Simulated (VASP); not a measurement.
# Be2Si in VASP: single point with PBE+D3(BJ)

Aim: the single point of Be2Si with PBE+D3(BJ).

All numbers are computed with VASP 6.6.1; they aren't measurements. Logs are shortened: lines on timing, memory, paths and dates and some standing lists are left out, and cuts for length are marked.

### 1 The cell of the first run

The cell holds a sheet with vacuum, 6 atoms: a = 3.615 Å, b = 3.615 Å, c = 33.104 Å, α = 90.00°, β = 90.00°, γ = 120.00°.

### 2 Single point, PBE+D3(BJ)

INCAR reads:

```
SYSTEM = Be2Si
PREC = Accurate
ENCUT = 520
EDIFF = 1E-6
ISMEAR = 0
SIGMA = 0.1
LREAL = .False.
LASPH = .True.
NELM = 80
ALGO = Normal
ISIF = 2
LWAVE = .False.
LCHARG = .True.
LDIPOL = .True.
IDIPOL = 3
DIPOL = 0.5 0.5 0.287
GGA = PE
IVDW = 12
LELF = .True.
LVHAR = .True.
LVACPOTAV = .True.
NBANDS = 17
```

KPOINTS reads:

```
regular mesh
0
Gamma
  6 6 1
  0 0 0
```

POSCAR reads:

```
Be2Si
1.0
    3.6151144725      0.0000000000      0.0000000000
   -1.8075572362      3.1307809707      0.0000000000
    0.0000000000      0.0000000000     33.1038804800
Be Si
4 2
Direct
    0.0000000000      0.0000000000      0.2678962326
    0.3333333333      0.6666666667      0.2485947993
    0.6666666667      0.3333333333      0.3060546071
    0.3333333333      0.6666666667      0.3253560404
    0.6666666667      0.3333333333      0.2309771405
    0.0000000000      0.0000000000      0.3429736992
```

Potentials or basis: VASP PAW PBE potentials, release 64 (Be, Si).

Command:

```sh
cat potpaw_PBE.64/Be/POTCAR potpaw_PBE.64/Si/POTCAR > POTCAR
mpirun -np 1 vasp_std > vasp.out
```

OUTCAR:

```text
SYSTEM = Be2Si
   PREC = Accurate
   ENCUT = 520
   EDIFF = 1E-6
   ISMEAR = 0
   LREAL = .False.
   LASPH = .True.
   NELM = 80
   ISIF = 2
   GGA = PE
   IVDW = 12
 IVDW          = 12

 ion  position               nearest neighbor table
   1  0.000  0.000  0.268-   2 2.18   2 2.18   2 2.18   5 2.42   5 2.42   5 2.42   6 2.49
   2  0.333  0.667  0.249-   5 2.17   5 2.17   5 2.17   1 2.18   1 2.18   1 2.18
   3  0.667  0.333  0.306-   4 2.18   4 2.18   4 2.18   6 2.42   6 2.42   6 2.42   5 2.49
   4  0.333  0.667  0.325-   6 2.17   6 2.17   6 2.17   3 2.18   3 2.18   3 2.18
   5  0.667  0.333  0.231-   2 2.17   2 2.17   2 2.17   1 2.42   1 2.42   1 2.42   3 2.49
   6  0.000  0.000  0.343-   4 2.17   4 2.17   4 2.17   3 2.42   3 2.42   3 2.42   1 2.49

  LATTYP: Found a hexagonal cell.
 ALAT       =     3.6151144725
 C/A-ratio  =     9.1570766934

  Lattice vectors:

 A1 = (   3.6151144725,   0.0000000000,   0.0000000000)
 A2 = (  -1.8075572362,   3.1307809707,   0.0000000000)
 A3 = (   0.0000000000,   0.0000000000,  33.1038804800)

Analysis of symmetry for initial positions (statically):
=====================================================================
 Subroutine PRICEL returns:
 Original cell was already a primitive cell.

 Routine SETGRP: Setting up the symmetry group for a
 hexagonal supercell.

 Subroutine GETGRP returns: Found 12 space group operations
 (whereof  6 operations were pure point group operations)
 out of a pool of 24 trial point group operations.

The static configuration has the point symmetry C_3v.
 The point group associated with its full space group is D_3d.

Analysis of symmetry for dynamics (positions and initial velocities):
=====================================================================
 Subroutine PRICEL returns:
 Original cell was already a primitive cell.

 Routine SETGRP: Setting up the symmetry group for a
 hexagonal supercell.

 Subroutine GETGRP returns: Found 12 space group operations
 (whereof  6 operations were pure point group operations)
 out of a pool of 24 trial point group operations.

The dynamic configuration has the point symmetry C_3v.
 The point group associated with its full space group is D_3d.

 Subroutine INISYM returns: Found 12 space group operations
 (whereof  6 operations are pure point group operations),
 and found     1 'primitive' translations

----------------------------------------------------------------------------------------

                                     Primitive cell

  volume of cell :     374.6741

  direct lattice vectors                    reciprocal lattice vectors
     3.615114473  0.000000000  0.000000000     0.276616414  0.159704561  0.000000000
    -1.807557236  3.130780971  0.000000000     0.000000000  0.319409122  0.000000000
     0.000000000  0.000000000 33.103880480     0.000000000  0.000000000  0.030207939

  length of vectors
     3.615114473  3.615114472 33.103880480     0.319409122  0.319409122  0.030207939

  position of ions in fractional coordinates (direct lattice)
     0.000000000  0.000000000  0.267896233
     0.333333333  0.666666667  0.248594799
     0.666666667  0.333333333  0.306054607
     0.333333333  0.666666667  0.325356040
     0.666666667  0.333333333  0.230977141
     0.000000000  0.000000000  0.342973699

  ion indices of the primitive-cell ions
   primitive index   ion index
                 1           1
                 2           2
                 3           3
                 4           4
                 5           5
                 6           6

----------------------------------------------------------------------------------------

 KPOINTS: regular mesh

Automatic generation of k-mesh.
 Grid dimensions read from file:
 generate k-points for:    6    6    1

 Generating k-lattice:

  Cartesian coordinates                     Fractional coordinates (reciprocal lattice)
     0.046102736  0.026617427  0.000000000     0.166666667  0.000000000  0.000000000
     0.000000000  0.053234854  0.000000000     0.000000000  0.166666667  0.000000000
     0.000000000  0.000000000  0.030207939     0.000000000  0.000000000  1.000000000

  Length of vectors
     0.053234854  0.053234854  0.030207939

  Shift w.r.t. Gamma in fractional coordinates (k-lattice)
     0.000000000  0.000000000  0.000000000

 Subroutine IBZKPT returns following result:
 ===========================================

 Found      7 irreducible k-points:

 Following reciprocal coordinates:
            Coordinates               Weight
  0.000000  0.000000  0.000000      1.000000
  0.166667  0.000000  0.000000      6.000000
  0.333333  0.000000  0.000000      6.000000
  0.500000  0.000000  0.000000      3.000000
  0.166667  0.166667  0.000000      6.000000
  0.333333  0.166667  0.000000     12.000000
  0.333333  0.333333  0.000000      2.000000
   k-points           NKPTS =      7   k-points in BZ     NKDIM =      7   number of bands    NBANDS=     17
   number of dos      NEDOS =    301   number of ions     NIONS =      6
   total plane-waves  NPLWV = 196000
   dimension x,y,z NGX =    28 NGY =   28 NGZ =  250
   dimension x,y,z NGXF=    56 NGYF=   56 NGZF=  500
   ions per type =               4   2
   NGX,Y,Z   is equivalent  to a cutoff of  12.88, 12.88, 12.55 a.u.
   NGXF,Y,Z  is equivalent  to a cutoff of  25.75, 25.75, 25.11 a.u.
 SYSTEM =  Be2Si
   PREC   = accura    normal or accurate (medium, high low for compatibility)
   ISTART =      0    job   : 0-new  1-cont  2-samecut
   ICHARG =      2    charge: 1-file 2-atom 10-const
   ISPIN  =      1    spin polarized calculation?
   LNONCOLLINEAR =      F non collinear calculations
   LSORBIT =      F    spin-orbit coupling
   LASPH  =      T    aspherical Exc in radial PAW
   ENCUT  =  520.0 eV  38.22 Ry    6.18 a.u.   6.72  6.72 61.55*2*pi/ulx,y,z
   NELM   =     80;   NELMIN=  2; NELMDL= -5     # of ELM steps
   EDIFF  = 0.1E-05   stopping-criterion for ELM
   LREAL  =      F    real-space projection
   EDIFFG = 0.1E-04   stopping-criterion for IOM
   NSW    =      0    number of steps for IOM
   IBRION =     -1    ionic relax: 0-MD 1-quasi-New 2-CG
   NFREE  =      0    steps in history (QN), initial steepest desc. (CG)
   ISIF   =      2    stress and relaxation
   ISYM   =      2    0-nonsym 1-usesym 2-fastsym
   POTIM  = 0.5000    time-step for ionic-motion
   TEBEG  =    0.0;   TEEND  =   0.0 temperature during run
   PSTRESS=    0.0 pullay stress
   NELECT =      16.0000    total number of electrons
   NUPDOWN=      -1.0000    fix difference up-down
   EMIN   =  10.00;   EMAX   =-10.00  energy-range for DOS
   EFERMI =   0.00;   METHOD = LEGACY
   ISMEAR =     0;   SIGMA  =   0.10  broadening in eV -4-tet -1-fermi 0-gaus
   EFERMI_NEDOS =   21; number of points for ismear=-14 and -15
   IALGO  =     38    algorithm
   IMIX   =      4    mixing-type and parameters
     AMIX     =   0.40;   BMIX     =  1.00
     AMIX_MAG =   1.60;   BMIX_MAG =  1.00
  volume/ion in A,a.u.               =      62.45       421.40
  Fermi-wavevector in a.u.,A,eV,Ry     =   0.572221  1.081340  4.455045  0.327437
  Thomas-Fermi vector in A             =   1.613005
   LORBIT       =      0    0 simple, 1 ext, 2 COOP (PROOUT), +10 PAW based schemes
   GGA     = PE    functional components
   LHFCALC =     F    Hartree Fock is set to
   AEXX    =    0.0000 exact exchange contribution
   IVDW    =    12    specifies the selected vdW correction
   LEPSILON=     F    determine dielectric tensor
   LRPA    =     F    only Hartree local field effects (RPA)
 non-spin polarized calculation
 Gauss-broadening in eV      SIGMA  =   0.10
  energy-cutoff  :      520.00
  volume of cell :      374.67
 maximum number of plane-waves:     10122
 NGX is ok and might be reduce to    28
   NGX = 13   NGY = 13   NGZ =123

 number of electron      16.0000000 magnetization

 dipolmoment           0.000000      0.000000     -0.000001 electrons x Angstroem

 Free energy of the ion-electron system (eV)
  ---------------------------------------------------
  ext. energy  EPLUGINS =         0.00000000
  ---------------------------------------------------
  free energy    TOTEN  =       -23.59062490 eV

  energy without entropy =      -23.58573846  energy(sigma->0) =      -23.58818168

 E-fermi :  -2.6213     XC(G=0):  -2.3497

 val. band max:       -2.6931256414   @ k =   0.0000   0.0000   0.0000
 cond. band min:      -2.5609154895   @ k =   0.0000   0.0000   0.0000
 fundamental gap:      0.1322101518
 Fermi energy:        -2.6212776707

 k-point     1 :       0.0000    0.0000    0.0000
  band No.  band energies     occupation
      1     -14.0312      2.00000
      2     -12.5071      2.00000
      3      -8.1629      2.00000
      4      -4.3166      2.00000
      5      -2.6931      1.69041
      6      -2.6931      1.69041
[... 9 lines left out ...]
     16       2.0823      0.00000
     17       2.1953      0.00000

 k-point     2 :       0.1667    0.0000    0.0000
  band No.  band energies     occupation
      1     -13.7047      2.00000
      2     -12.1906      2.00000
      3      -7.8020      2.00000
      4      -5.4573      2.00000
      5      -4.5433      2.00000
      6      -4.1073      2.00000
[... 9 lines left out ...]
     16       2.4721      0.00000
     17       2.7404      0.00000

 k-point     3 :       0.3333    0.0000    0.0000
  band No.  band energies     occupation
      1     -12.7538      2.00000
      2     -11.3494      2.00000
      3      -8.1878      2.00000
      4      -6.6822      2.00000
      5      -6.4641      2.00000
      6      -5.7298      2.00000
[... 9 lines left out ...]
     16       3.6214      0.00000
     17       3.7675      0.00000

 k-point     4 :       0.5000    0.0000    0.0000
  band No.  band energies     occupation
      1     -11.6115      2.00000
      2     -11.0964      2.00000
      3      -9.2189      2.00000
      4      -8.1169      2.00000
      5      -6.1276      2.00000
      6      -4.9579      2.00000
[... 9 lines left out ...]
     16       3.9392      0.00000
     17       5.3480      0.00000

 k-point     5 :       0.1667    0.1667    0.0000
  band No.  band energies     occupation
      1     -13.0633      2.00000
      2     -11.5968      2.00000
      3      -7.2066      2.00000
      4      -6.8493      2.00000
      5      -6.5088      2.00000
      6      -5.1383      2.00000
[... 9 lines left out ...]
     16       3.2818      0.00000
     17       3.3497      0.00000

 k-point     6 :       0.3333    0.1667    0.0000
  band No.  band energies     occupation
      1     -11.8770      2.00000
      2     -10.8325      2.00000
      3      -8.8308      2.00000
      4      -7.6514      2.00000
      5      -7.0603      2.00000
      6      -5.5616      2.00000
[... 9 lines left out ...]
     16       4.0524      0.00000
     17       4.5867      0.00000

 k-point     7 :       0.3333    0.3333    0.0000
  band No.  band energies     occupation
      1     -10.8632      2.00000
      2     -10.8632      2.00000
      3      -9.0349      2.00000
      4      -7.9078      2.00000
      5      -7.9078      2.00000
      6      -6.7751      2.00000
[... 9 lines left out ...]
     16       4.2704      0.00000
     17       4.2704      0.00000

------------------------ aborting loop because EDIFF is reached ----------------------------------------

 vacuum level on the upper side and lower side of the slab       (xc-potential included)        -0.127        -0.126

 Edisp (eV)   -1.43528

 E8    (eV) :    -0.5663

  FORCE on cell =-STRESS in cart. coord.  units (eV):
  Direction    XX          YY          ZZ          XY          YZ          ZX
  --------------------------------------------------------------------------------------
  -------------------------------------------------------------------------------------
  Total      -0.02837    -0.02837     0.00190    -0.00000     0.00000     0.00000
  in kB      -0.12130    -0.12130     0.00813    -0.00000     0.00000     0.00000
  external pressure =       -0.08 kB  Pullay stress =        0.00 kB

 VOLUME and BASIS-vectors are now :
 -----------------------------------------------------------------------------
  energy-cutoff  :      520.00
  volume of cell :      374.67
      direct lattice vectors                 reciprocal lattice vectors
     3.615114473  0.000000000  0.000000000     0.276616414  0.159704561  0.000000000
    -1.807557236  3.130780971  0.000000000     0.000000000  0.319409122  0.000000000
     0.000000000  0.000000000 33.103880480     0.000000000  0.000000000  0.030207939

 POSITION                                       TOTAL-FORCE (eV/Angst)
 -----------------------------------------------------------------------------------
      0.00000      0.00000      8.86840         0.000000     -0.000000     -0.003396
     -0.00000      2.08719      8.22945        -0.000000      0.000000     -0.001249
      1.80756      1.04359     10.13160        -0.000000      0.000000      0.003396
     -0.00000      2.08719     10.77055         0.000000     -0.000000      0.001249
      1.80756      1.04359      7.64624        -0.000000      0.000000     -0.000287
      0.00000      0.00000     11.35376         0.000000      0.000000      0.000287
 -----------------------------------------------------------------------------------
    total drift:                               -0.000000      0.000000      0.000001

  FREE ENERGIE OF THE ION-ELECTRON SYSTEM (eV)
  ---------------------------------------------------
  free  energy   TOTEN  =       -25.0258999594 eV

  energy  without entropy=      -25.0210135192  energy(sigma->0) =      -25.02345674

 vacuum level on the upper side and lower side of the slab         2.120         2.120
```

Wall time 2.7 min (1 thread of Intel Xeon 8259CL, shared host); peak memory 0.46 GiB.

What came out:

```yaml
Free_energy: -25.0259 eV
Largest_force: 0.003 eV/Å
Band_gap_on_the_k_mesh: zero (bands 8 and 9 overlap by 1.00 eV)
Dispersion_energy_per_atom: -0.239 eV
Work_function_of_the_upper_face: 4.74 eV
Work_function_of_the_lower_face: 4.74 eV
```

Forces in eV/Å, atoms in the order of the input:
```
Be   0.000  0.000 -0.003
Be   0.000  0.000 -0.001
Be   0.000  0.000  0.003
Be   0.000  0.000  0.001
Si   0.000  0.000  0.000
Si   0.000  0.000  0.000
```

Levels at points of the mesh, in eV from the Fermi level:
| k point | band 6 | band 7 | band 8 | band 9 | band 10 | band 11 |
| --- | --- | --- | --- | --- | --- | --- |
| (0.00, 0.00, 0.00) | -0.07 | 0.06 | 0.06 | 1.43 | 1.43 | 1.97 |
| (0.50, 0.00, 0.00) | -2.34 | -2.27 | -1.62 | 0.76 | 1.49 | 2.19 |
